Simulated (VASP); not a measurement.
Crystal: BiH2.

```
CELL_PARAMETERS angstrom
2.78775 0.00000 0.00000
-1.39387 2.41426 0.00000
0.00000 0.00000 6.88235
ATOMIC_POSITIONS crystal
Bi 0.00000 0.00000 0.50000
H 0.00000 0.00000 0.30000
H 0.00000 0.00000 0.70000
```

* Program: VASP 6.6.1
* Task: relaxation of cell and atoms
* Functional: PBE
* Potentials or basis: VASP PAW PBE potentials, release 64 (Bi_d, H)
* Cutoff: 600 eV
* k mesh: 6 × 6 × 4
* Occupations: gaussian, width 0.1 eV
* Spin: no spin polarisation

At the start: pressure 75.6 GPa; volume 15.44 Å³/atom.

Q: How do energy, volume and symmetry change on relaxing?

A: Over 10 steps the energy falls by 2236.2 meV/atom and the volume is 26.00 Å³/atom (+68.4 %); space group P6/mmm (No. 191, to 0.05 Å).

The path:
```
step  energy change (eV)  largest force (eV/Å)  pressure (GPa)  volume (Å³)
   1              0.0000               11.8839           75.55        46.32
   2             -4.4204                1.2414           -4.82       113.00
   3             -6.2676                0.8803            2.34        72.70
   4             -6.2792                0.8316            2.72        71.83
   5             -6.2962                0.6212            4.28        68.67
   6             -6.6724                0.1489            1.08        75.03
   7             -6.7071                0.1046           -0.03        78.49
   8             -6.7082                0.0691            0.10        78.00
   9             -6.7082                0.0557            0.15        77.82
  10             -6.7085                0.0334            0.05        78.01
```

Final structure:
```yaml
crystal:
  lattice:
    - [3.36451, 0.00000, 0.00000]
    - [-1.68225, 2.91375, 0.00000]
    - [0.00000, 0.00000, 7.95770]
  atoms:
    - { symbol: Bi, position: [0.00000, 0.00000, 0.50000] }
    - { symbol: H, position: [0.00000, 0.00000, 0.25312] }
    - { symbol: H, position: [0.00000, 0.00000, 0.74688] }
```

Caveat: the k points lie up to 0.36 Å⁻¹ apart in the final cell; the volume moved by over 15 % at a fixed basis, so the end points are rough.
